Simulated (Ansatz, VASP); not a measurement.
**One calculation of WSe2, two programs**

The input POSCAR:

```
WSe2
1.0
    3.1676807483      0.0000000000      0.0000000000
   -1.5838403742      2.7432919991      0.0000000000
    0.0000000000      0.0000000000     12.6227528714
W Se
2 4
Direct
    0.3333333333      0.6666666667      0.2500000000
    0.6666666667      0.3333333333      0.7500000000
    0.6666666667      0.3333333333      0.3849008986
    0.6666666667      0.3333333333      0.1150991014
    0.3333333333      0.6666666667      0.8849008986
    0.3333333333      0.6666666667      0.6150991014
```

Contents of INCAR.step1:

```
  PREC = Accurate
  ENCUT = 520
  ISMEAR = 0
  SIGMA = 0.01
  LREAL = False
  LASPH = True
  NELM = 60
  NBANDS = 35
  GGA = PE
  ALGO = Normal
  EDIFF = 1E-4
  LWAVE = True
  LCHARG = False
```

File INCAR.step2:

```
  PREC = Accurate
  ENCUT = 520
  EDIFF = 1E-7
  ISMEAR = 0
  SIGMA = 0.01
  LREAL = False
  LASPH = True
  NELM = 60
  ALGO = Normal
  ISIF = 2
  LWAVE = False
  LCHARG = False
  METAGGA = R2SCAN
  LMIXTAU = True
  NBANDS = 35
  ISTART = 1
```

The input KPOINTS:

```
Automatic mesh
0
Gamma
  12 12 2
```

Input for Ansatz:

```yaml
crystal:
  lattice:
    - [3.1676807483, 0.0, 0.0]
    - [-1.5838403742, 2.7432919991, 0.0]
    - [0.0, 0.0, 12.6227528714]
  atoms:
    - { symbol: W, position: [0.3333333333, 0.6666666667, 0.25] }
    - { symbol: W, position: [0.6666666667, 0.3333333333, 0.75] }
    - { symbol: Se, position: [0.6666666667, 0.3333333333, 0.3849008986] }
    - { symbol: Se, position: [0.6666666667, 0.3333333333, 0.1150991014] }
    - { symbol: Se, position: [0.3333333333, 0.6666666667, 0.8849008986] }
    - { symbol: Se, position: [0.3333333333, 0.6666666667, 0.6150991014] }
kpoints:
  mp_grid: { grid: [12, 12, 2] }
  band_path:
    path:
      - [0.0, 0.0, 0.0]
      - [0.5, 0.0, 0.0]
      - [0.3333333333, 0.3333333333, 0.0]
      - [0.0, 0.0, 0.5]
      - [0.5, 0.0, 0.5]
      - [0.3333333333, 0.3333333333, 0.5]
      - [0.182292, 0.182292, 0.0]
    npoints: 1
hamiltonian:
  xc: r2scan
scf:
  occupations: { method: fixed }
  n_extra_bands: 5
output:
  forces: true
  stress: true
  eigenvalues: true
```

Change from the starting cell: hydrostatic strain -4.0%.

Alike in both runs: task single point; functional r2SCAN; k mesh 12 × 12 × 2; no spin polarisation.

|  | VASP | Ansatz |
| --- | --- | --- |
| version | VASP 6.6.1 | Ansatz 0.2.0 |
| potentials or method | VASP PAW PBE potentials, release 64 (W_sv, Se) | plane waves, PAW |
| plane-wave cutoff (eV) | 520 | 500 |
| occupations | gaussian, width 0.01 eV | fixed |
| valence electrons in the cell | 52 | 92 |

Ansatz gave:

| Quantity | Value |
| --- | --- |
| gap on the k mesh at the Fermi level (eV) | 0.97 |
| pressure (GPa) | 12.1 |
| traceless stress, the component that is largest in VASP (GPa) | -5.34 |
| rms of the force components (eV/Å) | 0.019 |

Problem. What did VASP give for the same quantities?

Solution. gap on the k mesh at the Fermi level (eV): 0.97; pressure (GPa): 12.6; traceless stress, the component that is largest in VASP (GPa): -5.27; rms of the force components (eV/Å): 0.007.

VASP's potentials were made for PBE, not for r2SCAN. Atom by atom the forces differ by 0.026 eV/Å (rms over components). VASP's potentials hold 52 valence electrons a cell and Ansatz's 92, so a difference there can come from the potentials and not from the codes.

Neither program's run includes spin-orbit coupling.
